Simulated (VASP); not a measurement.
A run of VASP 6.6.1 is set up as follows.

Contents of INCAR:

```
SYSTEM = Ba
PREC     = Accurate       ! precision mode
ENCUT    = 520            ! plane-wave cutoff, eV
EDIFF    = 1E-7           ! SCF threshold, eV
ISMEAR   = -1             ! smearing method
SIGMA    = 0.1            ! smearing width, eV
LREAL    = .False.        ! projectors in reciprocal space
LASPH    = .True.         ! aspherical terms in the spheres
NELM     = 80             ! most SCF steps
ALGO     = Normal         ! electronic algorithm
ISIF     = 2              ! what is computed and relaxed
LWAVE    = .False.        ! write WAVECAR
LCHARG   = .False.        ! write CHGCAR
NBANDS   = 11             ! bands
```

Contents of KPOINTS:

```
Automatic mesh
0
Gamma
  16 16 16
  0 0 0
```

Contents of POSCAR:

```
Ba
1.0
    0.0000000000      2.9901614304      2.9901614304
    2.9901614304      0.0000000000      2.9901614304
    2.9901614304      2.9901614304      0.0000000000
Ba
1
Direct
    0.0000000000      0.0000000000      0.0000000000
```

Potentials or basis: VASP PAW LDA potentials, release 64 (Ba_sv).

Launch:

```sh
$ cat potpaw_LDA.64/Ba_sv/POTCAR > POTCAR
$ mpirun -np 1 vasp_std > vasp.out
```

Task: What does it give for the band gap on the k mesh?

Result: Zero (bands 5 and 6 overlap by 0.56 eV).

Task: What does it give for the pressure?

Result: 0.1 GPa.

Caveat: spin-orbit coupling is left out, which moves the levels of the heavy elements.
